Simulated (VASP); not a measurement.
# C (Fd-3m) in VASP: settings compared

Aim: see how the results for C move with the level of theory and the settings. Levels: r2SCAN, PBE. Tasks: single point.

Program: VASP 6.6.1. These are calculated values, not measurements. Logs are shortened: lines on timing, memory, paths and dates and some standing lists are left out, and cuts for length are marked.

### Step 1. The cell of the first run

The structure is cubic, space group Fd-3m (No. 227). The conventional cell has a = 3.572 Å, b = 3.572 Å, c = 3.572 Å, α = 90.00°, β = 90.00°, γ = 90.00°. Within 2.1 Å of C (site symmetry -43m) lie 4 C at 1.55 Å.

### Step 2. Single point, r2SCAN

File POSCAR:

```
C
1.0
    0.0000000000      1.7857859974      1.7857859974
    1.7857859974      0.0000000000      1.7857859974
    1.7857859974      1.7857859974      0.0000000000
C
2
Direct
    0.0000000000      0.0000000000      0.0000000000
    0.2499999997      0.2499999997      0.2499999997
```

File INCAR.step1:

```
PREC = Accurate
ENCUT = 660
ISMEAR = -1
SIGMA = 0.01
LREAL = F
LASPH = T
NELM = 120
NBANDS = 11
GGA = PE
ALGO = Normal
EDIFF = 1E-5
LWAVE = T
LCHARG = F
GGA_COMPAT = F
```

File INCAR.step2:

```
PREC = Accurate
ENCUT = 660
EDIFF = 1E-6
ISMEAR = -1
SIGMA = 0.01
LREAL = F
LASPH = T
NELM = 120
ALGO = Normal
ISIF = 2
LWAVE = F
LCHARG = F
METAGGA = R2SCAN
LMIXTAU = T
NBANDS = 11
ISTART = 1
GGA_COMPAT = F
```

File KPOINTS:

```
Automatic mesh
0
Gamma
  13 13 13
```

Potentials or basis: VASP PAW PBE potentials, release 64 (C).

Run with:

```console
cat potpaw_PBE.64/C/POTCAR > POTCAR
cp INCAR.step1 INCAR
mpirun -np 1 vasp_std > vasp.out
cp INCAR.step2 INCAR
mpirun -np 1 vasp_std > vasp.out
```

OUTCAR:

```text
PREC = Accurate
   ENCUT = 660
   EDIFF = 1E-6
   ISMEAR = -1
   LREAL = F
   LASPH = T
   NELM = 120
   ISIF = 2
   METAGGA = R2SCAN
   ISTART = 1

 ion  position               nearest neighbor table
   1  0.000  0.000  0.000-   2 1.55   2 1.55   2 1.55   2 1.55
   2  0.250  0.250  0.250-   1 1.55   1 1.55   1 1.55   1 1.55

  LATTYP: Found a face centered cubic cell.
 ALAT       =     3.5715719948

  Lattice vectors:

 A1 = (   0.0000000000,   1.7857859974,   1.7857859974)
 A2 = (   1.7857859974,   0.0000000000,   1.7857859974)
 A3 = (   1.7857859974,   1.7857859974,   0.0000000000)

Analysis of symmetry for initial positions (statically):
=====================================================================
 Subroutine PRICEL returns:
 Original cell was already a primitive cell.

 Routine SETGRP: Setting up the symmetry group for a
 face centered cubic supercell.

 Subroutine GETGRP returns: Found 48 space group operations
 (whereof 24 operations were pure point group operations)
 out of a pool of 48 trial point group operations.

The static configuration has the point symmetry T_d .
 The point group associated with its full space group is O_h .

Analysis of symmetry for dynamics (positions and initial velocities):
=====================================================================
 Subroutine PRICEL returns:
 Original cell was already a primitive cell.

 Routine SETGRP: Setting up the symmetry group for a
 face centered cubic supercell.

 Subroutine GETGRP returns: Found 48 space group operations
 (whereof 24 operations were pure point group operations)
 out of a pool of 48 trial point group operations.

The dynamic configuration has the point symmetry T_d .
 The point group associated with its full space group is O_h .

 Subroutine INISYM returns: Found 48 space group operations
 (whereof 24 operations are pure point group operations),
 and found     1 'primitive' translations

----------------------------------------------------------------------------------------

                                     Primitive cell

  volume of cell :      11.3899

  direct lattice vectors                    reciprocal lattice vectors
     0.000000000  1.785785997  1.785785997    -0.279988756  0.279988756  0.279988756
     1.785785997  0.000000000  1.785785997     0.279988756 -0.279988756  0.279988756
     1.785785997  1.785785997  0.000000000     0.279988756  0.279988756 -0.279988756

  length of vectors
     2.525482777  2.525482777  2.525482777     0.484954751  0.484954751  0.484954751

  position of ions in fractional coordinates (direct lattice)
     0.000000000  0.000000000  0.000000000
     0.250000000  0.250000000  0.250000000

  ion indices of the primitive-cell ions
   primitive index   ion index
                 1           1
                 2           2

----------------------------------------------------------------------------------------

 KPOINTS: Automatic mesh

Automatic generation of k-mesh.
 Grid dimensions read from file:
 generate k-points for:   13   13   13

 Generating k-lattice:

  Cartesian coordinates                     Fractional coordinates (reciprocal lattice)
    -0.021537597  0.021537597  0.021537597     0.076923077  0.000000000  0.000000000
     0.021537597 -0.021537597  0.021537597     0.000000000  0.076923077  0.000000000
     0.021537597  0.021537597 -0.021537597     0.000000000  0.000000000  0.076923077

  Length of vectors
     0.037304212  0.037304212  0.037304212

  Shift w.r.t. Gamma in fractional coordinates (k-lattice)
     0.000000000  0.000000000  0.000000000

 Subroutine IBZKPT returns following result:
 ===========================================

 Found     84 irreducible k-points:

 Following reciprocal coordinates:
            Coordinates               Weight
  0.000000  0.000000  0.000000      1.000000
  0.076923  0.000000  0.000000      8.000000
  0.153846  0.000000  0.000000      8.000000
  0.230769  0.000000  0.000000      8.000000
  0.307692  0.000000  0.000000      8.000000
  0.384615  0.000000  0.000000      8.000000
[... 16 lines left out ...]
  0.384615  0.153846  0.000000     24.000000
  0.461538  0.153846  0.000000     24.000000
 [... further k-points ...]
   k-points           NKPTS =     84   k-points in BZ     NKDIM =     84   number of bands    NBANDS=     11
   number of dos      NEDOS =    301   number of ions     NIONS =      2
   total plane-waves  NPLWV =  13824
   dimension x,y,z NGX =    24 NGY =   24 NGZ =   24
   dimension x,y,z NGXF=    48 NGYF=   48 NGZF=   48
   ions per type =               2
   NGX,Y,Z   is equivalent  to a cutoff of  15.80, 15.80, 15.80 a.u.
   NGXF,Y,Z  is equivalent  to a cutoff of  31.60, 31.60, 31.60 a.u.
 SYSTEM =  unknown system
   PREC   = accura    normal or accurate (medium, high low for compatibility)
   ISTART =      1    job   : 0-new  1-cont  2-samecut
   ICHARG =      0    charge: 1-file 2-atom 10-const
   ISPIN  =      1    spin polarized calculation?
   LNONCOLLINEAR =      F non collinear calculations
   LSORBIT =      F    spin-orbit coupling
   LASPH  =      T    aspherical Exc in radial PAW
   ENCUT  =  660.0 eV  48.51 Ry    6.96 a.u.   5.29  5.29  5.29*2*pi/ulx,y,z
   NELM   =    120;   NELMIN=  2; NELMDL=  0     # of ELM steps
   EDIFF  = 0.1E-05   stopping-criterion for ELM
   LREAL  =      F    real-space projection
   EDIFFG = 0.1E-04   stopping-criterion for IOM
   NSW    =      0    number of steps for IOM
   IBRION =     -1    ionic relax: 0-MD 1-quasi-New 2-CG
   NFREE  =      0    steps in history (QN), initial steepest desc. (CG)
   ISIF   =      2    stress and relaxation
   ISYM   =      2    0-nonsym 1-usesym 2-fastsym
   POTIM  = 0.5000    time-step for ionic-motion
   TEBEG  =    0.0;   TEEND  =   0.0 temperature during run
   PSTRESS=    0.0 pullay stress
   NELECT =       8.0000    total number of electrons
   NUPDOWN=      -1.0000    fix difference up-down
   EMIN   =  10.00;   EMAX   =-10.00  energy-range for DOS
   EFERMI =   0.00;   METHOD = LEGACY
   ISMEAR =    -1;   SIGMA  =   0.01  broadening in eV -4-tet -1-fermi 0-gaus
   EFERMI_NEDOS =   21; number of points for ismear=-14 and -15
   IALGO  =     38    algorithm
   IMIX   =      4    mixing-type and parameters
     AMIX     =   0.40;   BMIX     =  1.00
     AMIX_MAG =   1.60;   BMIX_MAG =  1.00
  volume/ion in A,a.u.               =       5.69        38.43
  Fermi-wavevector in a.u.,A,eV,Ry     =   1.455231  2.749989 28.813040  2.117699
  Thomas-Fermi vector in A             =   2.572290
   LORBIT       =      0    0 simple, 1 ext, 2 COOP (PROOUT), +10 PAW based schemes
   METAGGA = R2SCAN    functional components
   LHFCALC =     F    Hartree Fock is set to
   AEXX    =    0.0000 exact exchange contribution
   IVDW    =     0    specifies the selected vdW correction
   LEPSILON=     F    determine dielectric tensor
   LRPA    =     F    only Hartree local field effects (RPA)
 non-spin polarized calculation
  energy-cutoff  :      660.00
  volume of cell :       11.39
 maximum number of plane-waves:       449
 NGX is ok and might be reduce to    24
   NGX = 11   NGY = 11   NGZ = 11

 number of electron       8.0000000 magnetization

 Free energy of the ion-electron system (eV)
  ---------------------------------------------------
  ext. energy  EPLUGINS =         0.00000000
  ---------------------------------------------------
  free energy    TOTEN  =       -19.66831659 eV

  energy without entropy =      -19.66831659  energy(sigma->0) =      -19.66831659

 E-fermi :   9.9718     XC(G=0): -14.2346

 val. band max:        9.6509456124   @ k =   0.0000   0.0000   0.0000
 cond. band min:      13.9800771743   @ k =   0.3846   0.3846   0.0000
 fundamental gap:      4.3291315619
 Fermi energy:         9.9717521192

 k-point     1 :       0.0000    0.0000    0.0000
  band No.  band energies     occupation
      1     -12.9865      2.00000
      2       9.6509      2.00000
      3       9.6509      2.00000
      4       9.6509      2.00000
      5      15.4757      0.00000
      6      15.4757      0.00000
      7      15.4757      0.00000
      8      23.3704      0.00000
      9      29.9932      0.00000
     10      36.9955      0.00000
     11      36.9955      0.00000

 k-point     2 :       0.0769    0.0000    0.0000
  band No.  band energies     occupation
      1     -12.8161      2.00000
      2       8.5099      2.00000
      3       9.3541      2.00000
      4       9.3541      2.00000
      5      15.8644      0.00000
      6      15.8644      0.00000
      7      16.1467      0.00000
      8      23.5469      0.00000
      9      30.2891      0.00000
     10      35.1194      0.00000
     11      35.1194      0.00000

 k-point     3 :       0.1538    0.0000    0.0000
  band No.  band energies     occupation
      1     -12.3062      2.00000
      2       6.1006      2.00000
      3       8.6867      2.00000
      4       8.6867      2.00000
      5      16.7435      0.00000
      6      16.7435      0.00000
      7      17.2102      0.00000
      8      24.0616      0.00000
      9      30.9478      0.00000
     10      33.4959      0.00000
     11      33.4959      0.00000

 k-point     4 :       0.2308    0.0000    0.0000
  band No.  band energies     occupation
      1     -11.4635      2.00000
      2       3.3575      2.00000
      3       7.9654      2.00000
      4       7.9654      2.00000
      5      17.6297      0.00000
      6      17.6297      0.00000
      7      17.9614      0.00000
      8      24.8092      0.00000
      9      31.4291      0.00000
     10      32.8845      0.00000
     11      32.8845      0.00000

 k-point     5 :       0.3077    0.0000    0.0000
  band No.  band energies     occupation
      1     -10.3038      2.00000
      2       0.6275      2.00000
      3       7.3569      2.00000
      4       7.3569      2.00000
      5      18.2101      0.00000
      6      18.2101      0.00000
      7      18.3888      0.00000
      8      25.5602      0.00000
      9      31.6296      0.00000
     10      33.4149      0.00000
     11      33.4149      0.00000
[... 211 lines left out ...]
 k-point    21 :       0.2308    0.1538    0.0000
  band No.  band energies     occupation
      1     -11.4609      2.00000
      2       5.1724      2.00000
      3       6.4450      2.00000
      4       7.1625      2.00000
      5      15.0897      0.00000
      6      19.7994      0.00000
      7      19.8630      0.00000
      8      22.4962      0.00000
      9      30.3706      0.00000
     10      32.1073      0.00000
     11      37.5647      0.00000

 k-point    22 :       0.3077    0.1538    0.0000
  band No.  band energies     occupation
      1     -10.5159      2.00000
      2       2.6640      2.00000
      3       5.8825      2.00000
      4       6.4791      2.00000
      5      15.8798      0.00000
      6      20.4750      0.00000
      7      20.6417      0.00000
      8      22.3226      0.00000
      9      31.1774      0.00000
     10      32.4409      0.00000
     11      37.2678      0.00000

 k-point    23 :       0.3846    0.1538    0.0000
  band No.  band energies     occupation
      1      -9.2675      2.00000
      2       0.1324      2.00000
      3       5.5705      2.00000
      4       5.6728      2.00000
      5      16.6037      0.00000
      6      20.8287      0.00000
      7      20.9144      0.00000
      8      22.9624      0.00000
      9      32.0463      0.00000
     10      32.6880      0.00000
     11      37.7466      0.00000

 k-point    24 :       0.4615    0.1538    0.0000
  band No.  band energies     occupation
      1      -7.7902      2.00000
      2      -2.1967      2.00000
      3       4.9431      2.00000
      4       5.5284      2.00000
      5      17.0596      0.00000
      6      20.7695      0.00000
      7      20.9791      0.00000
      8      24.3316      0.00000
      9      31.4072      0.00000
     10      34.1573      0.00000
     11      37.9382      0.00000

 [... further k-points ...]
[... 5 lines left out ...]
  --------------------------------------------------------------------------------------
  -------------------------------------------------------------------------------------
  Total       -0.2905353     -0.2905353     -0.2905353     -0.0000000      0.0000000     -0.0000000
  in kB      -40.8687387    -40.8687387    -40.8687387     -0.0000000      0.0000000     -0.0000000
  external PRESSURE =     -40.8687387 kB  Pullay stress =       0.0000000 kB

 VOLUME and BASIS-vectors are now :
 -----------------------------------------------------------------------------
  energy-cutoff  :      660.00
  volume of cell :       11.39
      direct lattice vectors                 reciprocal lattice vectors
     0.000000000  1.785785997  1.785785997    -0.279988756  0.279988756  0.279988756
     1.785785997  0.000000000  1.785785997     0.279988756 -0.279988756  0.279988756
     1.785785997  1.785785997  0.000000000     0.279988756  0.279988756 -0.279988756

 POSITION                                       TOTAL-FORCE (eV/Angst)
 -----------------------------------------------------------------------------------
      0.00000      0.00000      0.00000        -0.000000     -0.000000      0.000000
      0.89289      0.89289      0.89289         0.000000      0.000000     -0.000000
 -----------------------------------------------------------------------------------
    total drift:                                0.000000      0.000000      0.000000

  FREE ENERGIE OF THE ION-ELECTRON SYSTEM (eV)
  ---------------------------------------------------
  free  energy   TOTEN  =       -19.6683165914 eV

  energy  without entropy=      -19.6683165914  energy(sigma->0) =      -19.66831659
```

Run time: 19 s. Hardware: 1 thread of Intel Xeon 6975P-C (Granite Rapids), shared host; peak memory 0.13 GiB.

What came out:

| Item | Value |
| --- | --- |
| Free energy | -19.6683 eV |
| Pressure | -4.1 GPa |
| Band gap on the k mesh | 4.33 eV, indirect (least direct gap 5.82 eV) |

Levels at points of the mesh, in eV from the valence-band top:
```tsv
k point	band 1	band 2	band 3	band 4	band 5	band 6	band 7	band 8	band 9
(0.00, 0.00, 0.00)	-22.64	0.00	0.00	0.00	5.82	5.82	5.82	13.72	20.34
```

Caveat: the PAW data sets were made with another functional, which shifts forces and pressure a little. A k mesh can miss the band edges.

[end of part 1 of 2]
